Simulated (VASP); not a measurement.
# Ge (Pm-3n) in VASP: further runs, part 2 of 2

VASP 6.6.1. Earlier steps stand in the parts before.

## 3. Single point, RPBE

File INCAR:

```
ALGO     = Normal         # electronic algorithm
EDIFF    = 1E-6           # SCF threshold, eV
ENCUT    = 520            # plane-wave cutoff, eV
GGA      = RP             # functional
ISIF     = 2              # what is computed and relaxed
ISMEAR   = -1             # smearing method
LASPH    = T              # aspherical terms in the spheres
LCHARG   = F              # write CHGCAR
LREAL    = F              # projectors in reciprocal space
LWAVE    = F              # write WAVECAR
NBANDS   = 66             # bands
NELM     = 60             # most SCF steps
PREC     = Accurate       # precision mode
SIGMA    = 0.1            # smearing width, eV
```

File KPOINTS:

```
k-points
0
Gamma
  6 6 6
```

File POSCAR:

```
Ge
1.0
    5.4673446169      0.0000000000      0.0000000000
    0.0000000000      5.4673446169      0.0000000000
    0.0000000000      0.0000000000      5.4673446169
Ge
8
Direct
    1.0000000000      0.0000000000      1.0000000000
    0.5000000000      0.5000000000      0.5000000000
    0.2500000000      0.0000000000      0.5000000000
    0.7500000000      0.0000000000      0.5000000000
    0.5000000000      0.2500000000      1.0000000000
    0.5000000000      0.7500000000      0.0000000000
    0.0000000000      0.5000000000      0.2500000000
    0.0000000000      0.5000000000      0.7500000000
```

Potentials or basis: VASP PAW PBE potentials, release 64 (Ge_d).

Command:

```
$ cat potpaw_PBE.64/Ge_d/POTCAR > POTCAR
$ mpirun -np 1 vasp_std > vasp.out
```

OUTCAR:

```text
EDIFF = 1E-6
   ENCUT = 520
   GGA = RP
   ISIF = 2
   ISMEAR = -1
   LASPH = T
   LREAL = F
   NELM = 60
   PREC = Accurate

 ion  position               nearest neighbor table
   1  0.000  0.000  0.000-
   2  0.500  0.500  0.500-
   3  0.250  0.000  0.500-   4 2.73   4 2.73
   4  0.750  0.000  0.500-   3 2.73   3 2.73
   5  0.500  0.250  0.000-   6 2.73   6 2.73
   6  0.500  0.750  0.000-   5 2.73   5 2.73
   7  0.000  0.500  0.250-   8 2.73   8 2.73
   8  0.000  0.500  0.750-   7 2.73   7 2.73

  LATTYP: Found a simple cubic cell.
 ALAT       =     5.4673446169

  Lattice vectors:

 A1 = (   5.4673446169,   0.0000000000,   0.0000000000)
 A2 = (   0.0000000000,   5.4673446169,   0.0000000000)
 A3 = (   0.0000000000,   0.0000000000,   5.4673446169)

Analysis of symmetry for initial positions (statically):
=====================================================================
 Subroutine PRICEL returns:
 Original cell was already a primitive cell.

 Routine SETGRP: Setting up the symmetry group for a
 simple cubic supercell.

 Subroutine GETGRP returns: Found 48 space group operations
 (whereof 24 operations were pure point group operations)
 out of a pool of 48 trial point group operations.

The static configuration has the point symmetry T_h .
 The point group associated with its full space group is O_h .

Analysis of symmetry for dynamics (positions and initial velocities):
=====================================================================
 Subroutine PRICEL returns:
 Original cell was already a primitive cell.

 Routine SETGRP: Setting up the symmetry group for a
 simple cubic supercell.
[... 130 lines left out ...]
   IALGO  =     38    algorithm
   IMIX   =      4    mixing-type and parameters
     AMIX     =   0.40;   BMIX     =  1.00
     AMIX_MAG =   1.60;   BMIX_MAG =  1.00
  volume/ion in A,a.u.               =      20.43       137.86
  Fermi-wavevector in a.u.,A,eV,Ry     =   1.443348  2.727532 28.344384  2.083253
  Thomas-Fermi vector in A             =   2.561766
   LORBIT       =      0    0 simple, 1 ext, 2 COOP (PROOUT), +10 PAW based schemes
   GGA     = RP    functional components
   LHFCALC =     F    Hartree Fock is set to
   AEXX    =    0.0000 exact exchange contribution
   IVDW    =     0    specifies the selected vdW correction
   LEPSILON=     F    determine dielectric tensor
   LRPA    =     F    only Hartree local field effects (RPA)
 non-spin polarized calculation
  energy-cutoff  :      520.00
  volume of cell :      163.43
 maximum number of plane-waves:      4436
 NGX is ok and might be reduce to    42
   NGX = 21   NGY = 21   NGZ = 21

 number of electron     112.0000204 magnetization

 Free energy of the ion-electron system (eV)
  ---------------------------------------------------
  ext. energy  EPLUGINS =         0.00000000
  ---------------------------------------------------
  free energy    TOTEN  =       -30.25995979 eV

  energy without entropy =      -30.11727138  energy(sigma->0) =      -30.18861559

 E-fermi :   6.1206     XC(G=0): -10.7952

 val. band max:        6.1037503003   @ k =   0.3333   0.1667   0.1667
 cond. band min:       6.1451077181   @ k =   0.3333   0.1667   0.1667
 fundamental gap:      0.0413574178
 Fermi energy:         6.1206130630

 k-point     1 :       0.0000    0.0000    0.0000
  band No.  band energies     occupation
      1     -18.7895      2.00000
      2     -18.7853      2.00000
      3     -18.7853      2.00000
      4     -18.7342      2.00000
      5     -18.7342      2.00000
      6     -18.7342      2.00000
[... 1369 lines left out ...]
     65       8.0372      0.00000
     66       8.0372      0.00000

------------------------ aborting loop because EDIFF is reached ----------------------------------------

  FORCE on cell =-STRESS in cart. coord.  units (eV):
  Direction    XX          YY          ZZ          XY          YZ          ZX
  --------------------------------------------------------------------------------------
  -------------------------------------------------------------------------------------
  Total       -0.2550560     -0.2550560     -0.2550560      0.0000000     -0.0000000     -0.0000000
  in kB       -2.5004419     -2.5004419     -2.5004419      0.0000000     -0.0000000     -0.0000000
  external PRESSURE =      -2.5004419 kB  Pullay stress =       0.0000000 kB

 VOLUME and BASIS-vectors are now :
 -----------------------------------------------------------------------------
  energy-cutoff  :      520.00
  volume of cell :      163.43
      direct lattice vectors                 reciprocal lattice vectors
     5.467344617  0.000000000  0.000000000     0.182904146  0.000000000  0.000000000
     0.000000000  5.467344617  0.000000000     0.000000000  0.182904146  0.000000000
     0.000000000  0.000000000  5.467344617     0.000000000  0.000000000  0.182904146

 POSITION                                       TOTAL-FORCE (eV/Angst)
 -----------------------------------------------------------------------------------
      0.00000      0.00000      0.00000         0.000000      0.000000      0.000000
      2.73367      2.73367      2.73367         0.000000      0.000000      0.000000
      1.36684      0.00000      2.73367        -0.000000     -0.000000     -0.000000
      4.10051      0.00000      2.73367         0.000000     -0.000000      0.000000
      2.73367      1.36684      0.00000         0.000000      0.000000      0.000000
      2.73367      4.10051      0.00000        -0.000000      0.000000      0.000000
      0.00000      2.73367      1.36684         0.000000     -0.000000      0.000000
      0.00000      2.73367      4.10051        -0.000000      0.000000      0.000000
 -----------------------------------------------------------------------------------
    total drift:                                0.000000     -0.000000     -0.000000

  FREE ENERGIE OF THE ION-ELECTRON SYSTEM (eV)
  ---------------------------------------------------
  free  energy   TOTEN  =       -30.2599597854 eV

  energy  without entropy=      -30.1172713848  energy(sigma->0) =      -30.18861559
```

It took 4.7 min on 1 thread of Intel Xeon 8259CL, shared host; peak memory 0.34 GiB.

What came out:

| Property | Result |
| --- | --- |
| Free energy | -30.2600 eV |
| Pressure | -0.3 GPa |
| Band gap on the k mesh | zero (bands 56 and 57 overlap by 1.74 eV) |

Caveat: the PAW data sets were made with another functional, which shifts forces and pressure a little.

## 4. Relaxation of cell and atoms, RPBE

This run uses another cell than the first one, of 19.24 Å³/atom.

File INCAR:

```
SYSTEM = Ge
PREC     = Accurate       ! precision mode
ENCUT    = 600            ! plane-wave cutoff, eV
EDIFF    = 1E-6           ! SCF threshold, eV
ISMEAR   = -1             ! smearing method
SIGMA    = 0.1            ! smearing width, eV
LREAL    = .False.        ! projectors in reciprocal space
LASPH    = .True.         ! aspherical terms in the spheres
NELM     = 80             ! most SCF steps
ALGO     = Normal         ! electronic algorithm
ISIF     = 3              ! what is computed and relaxed
LWAVE    = .False.        ! write WAVECAR
LCHARG   = .False.        ! write CHGCAR
GGA      = RP             ! functional
IBRION   = 2              ! ionic algorithm
NSW      = 80             ! ionic steps
EDIFFG   = -0.01          ! ionic threshold
```

File KPOINTS:

```
Automatic mesh
0
Gamma
  5 5 5
  0 0 0
```

File POSCAR:

```
Ge
1.0
    5.3590374343      0.0000000000      0.0000000000
    0.0000000000      5.3590374343      0.0000000000
    0.0000000000      0.0000000000      5.3590374343
Ge
8
Direct
    0.0000000000      0.0000000000      0.0000000000
    0.5000000000      0.5000000000      0.5000000000
    0.2500000000      0.0000000000      0.5000000000
    0.7500000000      0.0000000000      0.5000000000
    0.5000000000      0.2500000000      0.0000000000
    0.5000000000      0.7500000000      0.0000000000
    0.0000000000      0.5000000000      0.2500000000
    0.0000000000      0.5000000000      0.7500000000
```

Command:

```
$ cat potpaw_PBE.64/Ge_d/POTCAR > POTCAR
$ mpirun -np 1 vasp_std > vasp.out
```

Run time: 12 min. Hardware: 1 thread of Intel Xeon 8259CL, shared host; peak memory 0.37 GiB.

It converged, with:

| Item | Value |
| --- | --- |
| Free energy | -30.4146 eV |
| Relaxed volume | 20.44 Å³/atom |
| Relaxed cell | a = 5.468 Å, b = 5.468 Å, c = 5.468 Å, α = 90.00°, β = 90.00°, γ = 90.00° |
| Space group after relaxing (to 0.1 Å) | Pm-3n (No. 223) |
| Energy gained by relaxing | 14.6 meV/atom |
| Ionic steps | 4 |
| Pressure after relaxing | 0.1 GPa |
| Band gap on the k mesh | zero (bands 56 and 57 overlap by 1.80 eV) |

Step by step:
| step | energy change (eV) | largest force (eV/Å) | pressure (GPa) | volume (Å³) |
| --- | --- | --- | --- | --- |
| 1 | 0.0000 | 0.0000 | 4.05 | 153.91 |
| 2 | -0.1147 | 0.0000 | -0.38 | 164.99 |
| 3 | -0.1166 | 0.0000 | -0.12 | 163.78 |
| 4 | -0.1166 | 0.0000 | 0.06 | 163.48 |

Final structure:
```xyz
8
Lattice="5.4679 0.0000 0.0000 0.0000 5.4679 0.0000 0.0000 0.0000 5.4679" Properties=species:S:1:pos:R:3 pbc="T T T"
Ge    0.0000    0.0000    0.0000
Ge    2.7340    2.7340    2.7340
Ge    1.3670    0.0000    2.7340
Ge    4.1009    0.0000    2.7340
Ge    2.7340    1.3670    0.0000
Ge    2.7340    4.1009    0.0000
Ge    0.0000    2.7340    1.3670
Ge    0.0000    2.7340    4.1009
```

Levels at points of the mesh, in eV from the Fermi level:
| k point | band 53 | band 54 | band 55 | band 56 | band 57 | band 58 | band 59 | band 60 |
| --- | --- | --- | --- | --- | --- | --- | --- | --- |
| (0.00, 0.00, 0.00) | -3.01 | -1.67 | -1.67 | -1.67 | -0.37 | -0.37 | -0.37 | -0.13 |

Caveat: the PAW data sets were made with another functional, which shifts forces and pressure a little.

## 5. Overview

```csv
task,cell,k mesh,cutoff (eV),gap on the mesh (eV),pressure (GPa)
single point,"a = 5.467 Å, 8 atoms",5 × 5 × 5,520,none,0.0
single point,"a = 5.467 Å, 8 atoms",6 × 6 × 6,520,none,-0.3
relaxation of cell and atoms,"relaxed from a = 5.359 Å, 8 atoms",5 × 5 × 5,600,none,0.1
```

Alike in all rows: level RPBE; potentials or basis VASP PAW PBE potentials, release 64 (Ge_d); no spin polarisation; smearing fermi-dirac 0.1 eV.

Caveats: the PAW data sets were made with another functional, which shifts forces and pressure a little.

Total energies depend on the potentials used, so only differences within one code and one set of settings carry meaning.
